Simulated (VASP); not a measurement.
# CdSe (F-43m) in VASP: further runs

The runs below take CdSe through relaxation of cell and atoms, with PBE.

Program: VASP 6.6.1. These are calculated values, not measurements. Logs are shortened: lines on timing, memory, paths and dates and some standing lists are left out, and cuts for length are marked.

## Step 1: The cell of the first run

Symmetry: F-43m, No. 216, cubic system. The conventional cell has a = 6.141 Å, b = 6.141 Å, c = 6.141 Å, α = 90.00°, β = 90.00°, γ = 90.00°. Cd (site symmetry -43m) has 4 Se at 2.66 Å within 3.5 Å. Within 3.5 Å of Se (site symmetry -43m) lie 4 Cd at 2.66 Å.

## Step 2: Relaxation of cell and atoms, PBE, target pressure 30 GPa, at which the enthalpy is minimised

INCAR

```
PREC = Accurate
ENCUT = 600
EDIFF = 1E-6
ISMEAR = 0
SIGMA = 0.01
LREAL = False
LASPH = True
NELM = 80
ALGO = Normal
ISIF = 3
LWAVE = False
LCHARG = False
GGA = PE
IBRION = 2
NSW = 60
EDIFFG = -0.03
PSTRESS = 300.0
```

KPOINTS

```
regular mesh
0
Gamma
  6 6 6
```

POSCAR

```
CdSe
1.0
    0.0000000000      3.0702700000      3.0702700000
    3.0702700000      0.0000000000      3.0702700000
    3.0702700000      3.0702700000      0.0000000000
Cd Se
1 1
Direct
    0.0000000000      0.0000000000      0.0000000000
    0.7500000000      0.7500000000      0.7500000000
```

Potentials or basis: VASP PAW PBE potentials, release 64 (Cd, Se).

Launch:

```sh
> cat potpaw_PBE.64/Cd/POTCAR potpaw_PBE.64/Se/POTCAR > POTCAR
> mpirun -np 1 vasp_std > vasp.out
```

OUTCAR:

```text
PREC = Accurate
   ENCUT = 600
   EDIFF = 1E-6
   ISMEAR = 0
   LREAL = False
   LASPH = True
   NELM = 80
   ISIF = 3
   GGA = PE
   IBRION = 2
   NSW = 60
   EDIFFG = -0.03
   PSTRESS = 300.0

 ion  position               nearest neighbor table
   1  0.000  0.000  0.000-   2 2.66   2 2.66   2 2.66   2 2.66
   2  0.750  0.750  0.750-   1 2.66   1 2.66   1 2.66   1 2.66

  LATTYP: Found a face centered cubic cell.
 ALAT       =     6.1405400000

  Lattice vectors:

 A1 = (   0.0000000000,   3.0702700000,   3.0702700000)
 A2 = (   3.0702700000,   0.0000000000,   3.0702700000)
 A3 = (   3.0702700000,   3.0702700000,   0.0000000000)

Analysis of symmetry for initial positions (statically):
=====================================================================
 Subroutine PRICEL returns:
 Original cell was already a primitive cell.

 Routine SETGRP: Setting up the symmetry group for a
 face centered cubic supercell.

 Subroutine GETGRP returns: Found 24 space group operations
 (whereof 24 operations were pure point group operations)
 out of a pool of 48 trial point group operations.

The static configuration has the point symmetry T_d .

Analysis of symmetry for dynamics (positions and initial velocities):
=====================================================================
 Subroutine PRICEL returns:
 Original cell was already a primitive cell.

 Routine SETGRP: Setting up the symmetry group for a
 face centered cubic supercell.

 Subroutine GETGRP returns: Found 24 space group operations
 (whereof 24 operations were pure point group operations)
 out of a pool of 48 trial point group operations.

The dynamic configuration has the point symmetry T_d .

 Subroutine INISYM returns: Found 24 space group operations
 (whereof 24 operations are pure point group operations),
 and found     1 'primitive' translations

----------------------------------------------------------------------------------------

                                     Primitive cell

  volume of cell :      57.8842

  direct lattice vectors                    reciprocal lattice vectors
     0.000000000  3.070270000  3.070270000    -0.162852127  0.162852127  0.162852127
     3.070270000  0.000000000  3.070270000     0.162852127 -0.162852127  0.162852127
     3.070270000  3.070270000  0.000000000     0.162852127  0.162852127 -0.162852127

  length of vectors
     4.342017474  4.342017474  4.342017474     0.282068158  0.282068158  0.282068158

  position of ions in fractional coordinates (direct lattice)
     0.000000000  0.000000000  0.000000000
     0.750000000  0.750000000  0.750000000

  ion indices of the primitive-cell ions
   primitive index   ion index
                 1           1
                 2           2

----------------------------------------------------------------------------------------

 KPOINTS: regular mesh

Automatic generation of k-mesh.
 Grid dimensions read from file:
 generate k-points for:    6    6    6

 Generating k-lattice:

  Cartesian coordinates                     Fractional coordinates (reciprocal lattice)
    -0.027142021  0.027142021  0.027142021     0.166666667  0.000000000  0.000000000
     0.027142021 -0.027142021  0.027142021     0.000000000  0.166666667  0.000000000
     0.027142021  0.027142021 -0.027142021     0.000000000  0.000000000  0.166666667

  Length of vectors
     0.047011360  0.047011360  0.047011360

  Shift w.r.t. Gamma in fractional coordinates (k-lattice)
     0.000000000  0.000000000  0.000000000

 Subroutine IBZKPT returns following result:
 ===========================================

 Found     16 irreducible k-points:

 Following reciprocal coordinates:
            Coordinates               Weight
  0.000000  0.000000  0.000000      1.000000
  0.166667  0.000000  0.000000      8.000000
  0.333333  0.000000  0.000000      8.000000
  0.500000  0.000000  0.000000      4.000000
  0.166667  0.166667  0.000000      6.000000
  0.333333  0.166667  0.000000     24.000000
[... 8 lines left out ...]
 -0.333333  0.333333  0.166667     24.000000
 -0.333333  0.500000  0.166667     12.000000
   k-points           NKPTS =     16   k-points in BZ     NKDIM =     16   number of bands    NBANDS=     13
   number of dos      NEDOS =    301   number of ions     NIONS =      2
   total plane-waves  NPLWV =  46656
   dimension x,y,z NGX =    36 NGY =   36 NGZ =   36
   dimension x,y,z NGXF=    72 NGYF=   72 NGZF=   72
   ions per type =               1   1
   NGX,Y,Z   is equivalent  to a cutoff of  13.78, 13.78, 13.78 a.u.
   NGXF,Y,Z  is equivalent  to a cutoff of  27.57, 27.57, 27.57 a.u.
 SYSTEM =  unknown system
   PREC   = accura    normal or accurate (medium, high low for compatibility)
   ISTART =      0    job   : 0-new  1-cont  2-samecut
   ICHARG =      2    charge: 1-file 2-atom 10-const
   ISPIN  =      1    spin polarized calculation?
   LNONCOLLINEAR =      F non collinear calculations
   LSORBIT =      F    spin-orbit coupling
   LASPH  =      T    aspherical Exc in radial PAW
   ENCUT  =  600.0 eV  44.10 Ry    6.64 a.u.   8.67  8.67  8.67*2*pi/ulx,y,z
   NELM   =     80;   NELMIN=  2; NELMDL= -5     # of ELM steps
   EDIFF  = 0.1E-05   stopping-criterion for ELM
   LREAL  =      F    real-space projection
   EDIFFG = -.3E-01   stopping-criterion for IOM
   NSW    =     60    number of steps for IOM
   IBRION =      2    ionic relax: 0-MD 1-quasi-New 2-CG
   NFREE  =      1    steps in history (QN), initial steepest desc. (CG)
   ISIF   =      3    stress and relaxation
   ISYM   =      2    0-nonsym 1-usesym 2-fastsym
   POTIM  = 0.5000    time-step for ionic-motion
   TEBEG  =    0.0;   TEEND  =   0.0 temperature during run
   PSTRESS=  300.0 pullay stress
   NELECT =      18.0000    total number of electrons
   NUPDOWN=      -1.0000    fix difference up-down
   EMIN   =  10.00;   EMAX   =-10.00  energy-range for DOS
   EFERMI =   0.00;   METHOD = LEGACY
   ISMEAR =     0;   SIGMA  =   0.01  broadening in eV -4-tet -1-fermi 0-gaus
   EFERMI_NEDOS =   21; number of points for ismear=-14 and -15
   IALGO  =     38    algorithm
   IMIX   =      4    mixing-type and parameters
     AMIX     =   0.40;   BMIX     =  1.00
     AMIX_MAG =   1.60;   BMIX_MAG =  1.00
  volume/ion in A,a.u.               =      28.94       195.31
  Fermi-wavevector in a.u.,A,eV,Ry     =   1.109121  2.095936 16.737212  1.230150
  Thomas-Fermi vector in A             =   2.245657
   LORBIT       =      0    0 simple, 1 ext, 2 COOP (PROOUT), +10 PAW based schemes
   GGA     = PE    functional components
   LHFCALC =     F    Hartree Fock is set to
   AEXX    =    0.0000 exact exchange contribution
   IVDW    =     0    specifies the selected vdW correction
   LEPSILON=     F    determine dielectric tensor
   LRPA    =     F    only Hartree local field effects (RPA)
 conjugate gradient relaxation of ions
 non-spin polarized calculation
 Gauss-broadening in eV      SIGMA  =   0.01
  energy-cutoff  :      600.00
  volume of cell :       57.88
 maximum number of plane-waves:      1964
   NGX = 17   NGY = 17   NGZ = 17

--------------------------------------- Ionic step        1  -------------------------------------------

 number of electron      17.9999997 magnetization

 Free energy of the ion-electron system (eV)
  ---------------------------------------------------
  ext. energy  EPLUGINS =         0.00000000
  ---------------------------------------------------
  free energy    TOTEN  =        -5.48626385 eV

  energy without entropy =       -5.48626385  energy(sigma->0) =       -5.48626385

------------------------ aborting loop because EDIFF is reached ----------------------------------------

  FORCE on cell =-STRESS in cart. coord.  units (eV):
  Direction    XX          YY          ZZ          XY          YZ          ZX
  --------------------------------------------------------------------------------------
  -------------------------------------------------------------------------------------
  Total        0.5546958      0.5546958      0.5546958     -0.0000000      0.0000000      0.0000000
  in kB       15.3534409     15.3534409     15.3534409     -0.0000000      0.0000000      0.0000000
  external PRESSURE =    -284.6465591 kB  Pullay stress =     300.0000000 kB

 VOLUME and BASIS-vectors are now :
 -----------------------------------------------------------------------------
  energy-cutoff  :      600.00
  volume of cell :       57.88
      direct lattice vectors                 reciprocal lattice vectors
     0.000000000  3.070270000  3.070270000    -0.162852127  0.162852127  0.162852127
     3.070270000  0.000000000  3.070270000     0.162852127 -0.162852127  0.162852127
     3.070270000  3.070270000  0.000000000     0.162852127  0.162852127 -0.162852127
[... 648 lines left out ...]
  FREE ENERGIE OF THE ION-ELECTRON SYSTEM (eV)
  ---------------------------------------------------
  free  energy   TOTEN  =        -4.5499499410 eV

  energy  without entropy=       -4.5499499410  energy(sigma->0) =       -4.54994994

  enthalpy is  TOTEN    =         3.7903969314 eV   P V=        8.3403468724

--------------------------------------- Ionic step        5  -------------------------------------------

 number of electron      17.9999998 magnetization

 Free energy of the ion-electron system (eV)
  ---------------------------------------------------
  ext. energy  EPLUGINS =         0.00000000
  ---------------------------------------------------
  free energy    TOTEN  =        -4.36424230 eV

  energy without entropy =       -4.36424230  energy(sigma->0) =       -4.36424230

 E-fermi :   3.5253     XC(G=0): -10.1143

 val. band max:        3.4089074588   @ k =   0.0000   0.0000   0.0000
 cond. band min:       4.5194594380   @ k =   0.0000   0.0000   0.0000
 fundamental gap:      1.1105519792
 Fermi energy:         3.5253132866

 k-point     1 :       0.0000    0.0000    0.0000
  band No.  band energies     occupation
      1     -11.0369      2.00000
      2      -5.8403      2.00000
      3      -5.8403      2.00000
      4      -5.8403      2.00000
      5      -5.1113      2.00000
      6      -5.1113      2.00000
      7       3.4089      2.00000
      8       3.4089      2.00000
      9       3.4089      2.00000
     10       4.5195      0.00000
     11       9.1871      0.00000
     12       9.1871      0.00000
     13       9.1871      0.00000
[... 260 lines left out ...]
 POSITION                                       TOTAL-FORCE (eV/Angst)
 -----------------------------------------------------------------------------------
      0.00000      0.00000      0.00000         0.000000      0.000000      0.000000
      4.18663      4.18663      4.18663        -0.000000     -0.000000     -0.000000
 -----------------------------------------------------------------------------------
    total drift:                               -0.000000     -0.000000     -0.000000

  FREE ENERGIE OF THE ION-ELECTRON SYSTEM (eV)
  ---------------------------------------------------
  free  energy   TOTEN  =        -4.3642423010 eV

  energy  without entropy=       -4.3642423010  energy(sigma->0) =       -4.36424230

  enthalpy is  TOTEN    =         3.7783184034 eV   P V=        8.1425607044

 reached required accuracy - stopping structural energy minimisation
```

Wall time 63 s (1 thread of AMD EPYC 7R13 (Zen 3), shared host); peak memory 0.19 GiB.

Results:

```
Free energy                                            : -4.3642 eV
Relaxed volume                                         : 21.74 Å³/atom
Relaxed cell                                           : a = 3.947 Å, b = 3.947 Å, c = 3.947 Å, α = 60.00°, β = 60.00°, γ = 60.00°
Space group after relaxing (to 0.05 Å)                 : F-43m (No. 216)
Energy change on relaxing (the enthalpy is what falls) : +561.0 meV/atom
Ionic steps                                            : 5
Pressure after relaxing                                : 30.1 GPa
Band gap on the k mesh                                 : 1.11 eV, direct
```

The path:
```csv
step,energy change (eV),largest force (eV/Å),pressure (GPa),volume (Å³)
1,0.0000,0.0000,1.54,57.88
2,15.1428,0.0000,318.27,24.61
3,0.7613,0.0000,22.63,45.69
4,0.9363,0.0000,26.30,44.54
5,1.1220,0.0000,30.10,43.49
```

Final structure:
```
Cd Se
1.0
     0.00000    2.79109    2.79109
     2.79109    0.00000    2.79109
     2.79109    2.79109    0.00000
Cd Se
1 1
Direct
  0.00000 0.00000 0.00000
  0.75000 0.75000 0.75000
```

Caveat: the cell is relaxed towards a set pressure, so the enthalpy falls and the energy may rise; the volume moved by over 15 % at a fixed basis, so the end points are rough.

(Continued in part 2 of 2.)
